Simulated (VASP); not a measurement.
# NaF (Villiaumite) (Fm-3m) in VASP: notebook, part 2 of 2

VASP 6.6.1. Earlier steps stand in the parts before.

## Step 3: Relaxation of cell and atoms, PBEsol, target pressure 1 GPa, at which the enthalpy is minimised

This run uses another cell than the first one, of 12.41 Å³/atom, 1.020 times its volume.

Input file INCAR:

```
PREC = Accurate
ENCUT = 600
EDIFF = 1E-6
ISMEAR = 0
SIGMA = 0.01
LREAL = F
LASPH = T
NELM = 100
ALGO = Normal
ISIF = 3
LWAVE = F
LCHARG = F
GGA = PS
IBRION = 2
NSW = 100
EDIFFG = -0.002
PSTRESS = 10.0
```

Input file KPOINTS:

```
regular mesh
0
Gamma
  8 8 8
```

Input file POSCAR:

```
NaF
1.0
    0.0000000000      2.3151034937      2.3151034937
    2.3151034937      0.0000000000      2.3151034937
    2.3151034937      2.3151034937      0.0000000000
Na F
1 1
Direct
    0.0000000000      0.0000000000      0.0000000000
    0.5000000000      0.5000000000      0.5000000000
```

Potentials or basis: VASP PAW PBE potentials, release 64 (Na_pv, F).

Run with:

```console
$ cat potpaw_PBE.64/Na_pv/POTCAR potpaw_PBE.64/F/POTCAR > POTCAR
$ mpirun -np 1 vasp_std > vasp.out
```

It took 42 s on 1 thread of Intel Xeon Platinum 8375C at 2.90GHz (Ice Lake), shared host; peak memory 0.15 GiB.

It converged, with:

| Item | Value |
| --- | --- |
| Free energy | -8.7692 eV |
| Relaxed volume | 12.14 Å³/atom |
| Relaxed cell | a = 3.250 Å, b = 3.250 Å, c = 3.250 Å, α = 60.00°, β = 60.00°, γ = 60.00° |
| Space group after relaxing (to 0.05 Å) | Fm-3m (No. 225) |
| Energy change on relaxing (the enthalpy is what falls) | +0.7 meV/atom |
| Ionic steps | 12 |
| Pressure after relaxing | 1.0 GPa |
| Band gap on the k mesh | 6.29 eV, direct |

Step by step:
```tsv
step	energy change (eV)	largest force (eV/Å)	pressure (GPa)	volume (Å³)
1	0.0000	0.0000	-0.19	24.82
2	0.0004	0.0000	0.57	24.49
3	0.0012	0.0000	0.92	24.31
4	0.0014	0.0000	1.04	24.27
5	0.0013	0.0000	0.94	24.29
6	0.0013	0.0000	0.94	24.28
7	0.0013	0.0000	0.96	24.28
8	0.0013	0.0000	0.96	24.28
9	0.0013	0.0000	0.96	24.28
10	0.0013	0.0000	0.95	24.28
11	0.0013	0.0000	0.95	24.28
12	0.0014	0.0000	0.98	24.28
```

Final structure:
```yaml
crystal:
  lattice:
    - [0.00000, 2.29816, 2.29816]
    - [2.29816, 0.00000, 2.29816]
    - [2.29816, 2.29816, 0.00000]
  atoms:
    - { symbol: Na, position: [0.00000, 0.00000, 0.00000] }
    - { symbol: F, position: [0.50000, 0.50000, 0.50000] }
```

Levels at points of the mesh, in eV from the valence-band top:
```csv
k point,band 4,band 5,band 6,band 7,band 8,band 9,band 10,band 11
"(0.00, 0.00, 0.00)",-18.69,0.00,0.00,0.00,6.29,19.02,19.02,19.02
"(0.50, 0.00, 0.00)",-17.95,-1.67,-0.27,-0.27,10.76,12.54,20.25,20.25
"(0.50, 0.50, 0.00)",-18.75,-1.34,-0.42,-0.42,13.18,13.18,13.77,19.96
```

Caveat: the cell is relaxed towards a set pressure, so the enthalpy falls and the energy may rise; the PAW data sets were made with another functional, which shifts forces and pressure a little. Expect the measured gap to be larger: semilocal functionals such as PBEsol lack the derivative discontinuity.

## Step 4: Relaxation of cell and atoms, PBEsol, target pressure 2 GPa, at which the enthalpy is minimised

This run uses another cell than the first one, of 12.41 Å³/atom, 1.020 times its volume.

Input file INCAR:

```
SYSTEM = NaF
ALGO = Normal
EDIFF = 1E-7
EDIFFG = -0.002
ENCUT = 600
GGA = PS
IBRION = 2
ISIF = 3
ISMEAR = 0
LASPH = .TRUE.
LCHARG = .FALSE.
LREAL = .FALSE.
LWAVE = .FALSE.
NELM = 60
NSW = 100
PREC = Accurate
PSTRESS = 20.0
SIGMA = 0.01
```

Input file KPOINTS:

```
k-points
0
G
  8 8 8
  0 0 0
```

POSCAR is that of step 3.

Run with:

```console
$ cat potpaw_PBE.64/Na_pv/POTCAR potpaw_PBE.64/F/POTCAR > POTCAR
$ mpirun -np 1 vasp_std > vasp.out
```

Run time: 23 s. Hardware: 1 thread of Intel Xeon Platinum 8375C at 2.90GHz (Ice Lake), shared host; peak memory 0.15 GiB.

The run converged. Its results:

| Property | Result |
| --- | --- |
| Free energy | -8.7654 eV |
| Relaxed volume | 11.93 Å³/atom |
| Relaxed cell | a = 3.231 Å, b = 3.231 Å, c = 3.231 Å, α = 60.00°, β = 60.00°, γ = 60.00° |
| Space group after relaxing (to 0.05 Å) | Fm-3m (No. 225) |
| Energy change on relaxing (the enthalpy is what falls) | +2.6 meV/atom |
| Ionic steps | 3 |
| Pressure after relaxing | 2.0 GPa |
| Band gap on the k mesh | 6.39 eV, direct |

Step by step:
```tsv
step	energy change (eV)	largest force (eV/Å)	pressure (GPa)	volume (Å³)
1	0.0000	0.0000	-0.12	24.82
2	0.0017	0.0000	1.07	24.23
3	0.0052	0.0000	1.99	23.86
```

Final structure:
```yaml
crystal:
  lattice:
    - [0.00000, 2.28482, 2.28482]
    - [2.28482, 0.00000, 2.28482]
    - [2.28482, 2.28482, 0.00000]
  atoms:
    - { symbol: Na, position: [0.00000, 0.00000, 0.00000] }
    - { symbol: F, position: [0.50000, 0.50000, 0.50000] }
```

Levels at points of the mesh, in eV from the valence-band top:
```csv
k point,band 3,band 4,band 5,band 6,band 7,band 8,band 9,band 10,band 11
"(0.00, 0.00, 0.00)",-18.64,-18.64,0.00,0.00,0.00,6.39,19.14,19.14,19.14
"(0.50, 0.00, 0.00)",-18.66,-17.90,-1.71,-0.28,-0.28,10.86,12.69,20.43,20.43
"(0.50, 0.50, 0.00)",-18.71,-18.71,-1.36,-0.43,-0.43,13.23,13.32,13.94,20.19
```

Caveat: the cell is relaxed towards a set pressure, so the enthalpy falls and the energy may rise; the PAW data sets were made with another functional, which shifts forces and pressure a little.

## Step 5: Relaxation of cell and atoms, PBEsol, target pressure 4 GPa, at which the enthalpy is minimised

This run uses another cell than the first one, of 12.41 Å³/atom, 1.020 times its volume.

Input file INCAR:

```
SYSTEM = NaF
ALGO = Normal ; EDIFF = 1E-7
EDIFFG = -0.002 ; ENCUT = 600
GGA = PS ; IBRION = 2
ISIF = 3 ; ISMEAR = 0
LASPH = .True. ; LCHARG = .False.
LREAL = .False. ; LWAVE = .False.
NELM = 80 ; NSW = 100
PREC = Accurate ; PSTRESS = 40.0
SIGMA = 0.01
```

Input file KPOINTS:

```
k-points
0
Gamma
  8 8 8
  0 0 0
```

POSCAR is that of step 4.

Run with:

```console
$ cat potpaw_PBE.64/Na_pv/POTCAR potpaw_PBE.64/F/POTCAR > POTCAR
$ mpirun -np 1 vasp_std > vasp.out
```

Wall time 33 s (1 thread of Intel Xeon Platinum 8375C at 2.90GHz (Ice Lake), shared host); peak memory 0.15 GiB.

Results (log left out):

| Item | Value |
| --- | --- |
| Free energy | -8.7513 eV |
| Relaxed volume | 11.54 Å³/atom |
| Relaxed cell | a = 3.196 Å, b = 3.196 Å, c = 3.196 Å, α = 60.00°, β = 60.00°, γ = 60.00° |
| Space group after relaxing (to 0.05 Å) | Fm-3m (No. 225) |
| Energy change on relaxing (the enthalpy is what falls) | +9.6 meV/atom |
| Ionic steps | 5 |
| Pressure after relaxing | 4.0 GPa |
| Band gap on the k mesh | 6.57 eV, direct |

Step by step:
| step | energy change (eV) | largest force (eV/Å) | pressure (GPa) | volume (Å³) |
| --- | --- | --- | --- | --- |
| 1 | 0.0000 | 0.0000 | -0.12 | 24.82 |
| 2 | 0.0074 | 0.0000 | 2.37 | 23.69 |
| 3 | 0.0182 | 0.0000 | 3.86 | 23.13 |
| 4 | 0.0194 | 0.0000 | 4.03 | 23.08 |
| 5 | 0.0192 | 0.0000 | 3.97 | 23.09 |

Final structure:
```
CELL_PARAMETERS angstrom
0.00000 2.26005 2.26005
2.26005 0.00000 2.26005
2.26005 2.26005 0.00000
ATOMIC_POSITIONS crystal
Na 0.00000 0.00000 0.00000
F 0.50000 0.50000 0.50000
```

Levels at points of the mesh, in eV from the valence-band top:
```
           k point  band 5  band 6  band 7  band 8  band 9  band 10
(0.00, 0.00, 0.00)    0.00    0.00    0.00    6.57   19.37    19.37
(0.50, 0.00, 0.00)   -1.79   -0.30   -0.30   11.06   12.97    20.79
(0.50, 0.50, 0.00)   -1.42   -0.45   -0.45   13.34   13.60    14.28
```

Caveat: the cell is relaxed towards a set pressure, so the enthalpy falls and the energy may rise; the PAW data sets were made with another functional, which shifts forces and pressure a little. As with any semilocal functional, this PBEsol gap is likely too small.

## Step 6: Relaxation of cell and atoms, PBEsol, target pressure 7 GPa, at which the enthalpy is minimised

This run uses another cell than the first one, of 12.41 Å³/atom, 1.020 times its volume.

Edit INCAR of step 5 so:

```diff
@@ -7,4 +7,4 @@
 LREAL = .False. ; LWAVE = .False.
-NELM = 80 ; NSW = 100
-PREC = Accurate ; PSTRESS = 40.0
+NELM = 100 ; NSW = 100
+PREC = Accurate ; PSTRESS = 70.0
 SIGMA = 0.01
```

KPOINTS is that of step 5.

POSCAR is that of step 5.

Potentials or basis: VASP PAW PBE potentials, release 64 (Na_pv, F).

Run with:

```console
$ cat potpaw_PBE.64/Na_pv/POTCAR potpaw_PBE.64/F/POTCAR > POTCAR
$ mpirun -np 1 vasp_std > vasp.out
```

Wall time 38 s (1 thread of Intel Xeon Platinum 8375C at 2.90GHz (Ice Lake), shared host); peak memory 0.15 GiB.

Results (log left out):

```yaml
Free_energy: -8.7201 eV
Relaxed_volume: 11.08 Å³/atom
Relaxed_cell: a = 3.153 Å, b = 3.153 Å, c = 3.153 Å, α = 60.00°, β = 60.00°, γ = 60.00°
Space_group_after_relaxing_to_0.05_Å: Fm-3m (No. 225)
Energy_change_on_relaxing_the_enthalpy_is_what_falls: +25.3 meV/atom
Ionic_steps: 6
Pressure_after_relaxing: 7.0 GPa
Band_gap_on_the_k_mesh: 6.81 eV, direct
```

The path:
```
step  energy change (eV)  largest force (eV/Å)  pressure (GPa)  volume (Å³)
   1              0.0000                0.0000           -0.12        24.82
   2              0.0246                0.0000            4.59        22.89
   3              0.0484                0.0000            6.82        22.21
   4              0.0507                0.0000            7.04        22.16
   5              0.0503                0.0000            6.97        22.17
   6              0.0505                0.0000            7.02        22.17
```

Final structure:
```
CELL_PARAMETERS angstrom
0.00000 2.22957 2.22957
2.22957 0.00000 2.22957
2.22957 2.22957 0.00000
ATOMIC_POSITIONS crystal
Na 0.00000 0.00000 0.00000
F 0.50000 0.50000 0.50000
```

Levels at points of the mesh, in eV from the valence-band top:
```tsv
k point	band 3	band 4	band 5	band 6	band 7	band 8	band 9	band 10	band 11
(0.00, 0.00, 0.00)	-18.44	-18.44	0.00	0.00	0.00	6.81	19.65	19.65	19.65
(0.50, 0.00, 0.00)	-18.46	-17.68	-1.89	-0.32	-0.32	11.32	13.33	21.24	21.24
(0.50, 0.50, 0.00)	-18.52	-18.52	-1.48	-0.47	-0.47	13.46	13.95	14.70	21.18
```

Caveat: the cell is relaxed towards a set pressure, so the enthalpy falls and the energy may rise; the PAW data sets were made with another functional, which shifts forces and pressure a little.

## Step 7: Summary

| task | cell | cutoff (eV) | gap on the mesh (eV) | pressure (GPa) |
| --- | --- | --- | --- | --- |
| single point | a = 3.252 Å, angles 60.0°, 2 atoms | 520 | 6.28 | 0.9 |
| relaxation of cell and atoms | relaxed to 1 GPa from a = 3.274 Å, angles 60.0°, 2 atoms | 600 | 6.29 | 1.0 |
| relaxation of cell and atoms | relaxed to 2 GPa from a = 3.274 Å, angles 60.0°, 2 atoms | 600 | 6.39 | 2.0 |
| relaxation of cell and atoms | relaxed to 4 GPa from a = 3.274 Å, angles 60.0°, 2 atoms | 600 | 6.57 | 4.0 |
| relaxation of cell and atoms | relaxed to 7 GPa from a = 3.274 Å, angles 60.0°, 2 atoms | 600 | 6.81 | 7.0 |

Alike in all rows: level PBEsol; potentials or basis VASP PAW PBE potentials, release 64 (Na_pv, F); no spin polarisation; k mesh 8 × 8 × 8; smearing gaussian 0.01 eV.

Caveats: the PAW data sets were made with another functional, which shifts forces and pressure a little; the cell is relaxed towards a set pressure, so the enthalpy falls and the energy may rise (some runs).

Absolute energies hang on the potentials; compare differences alone.
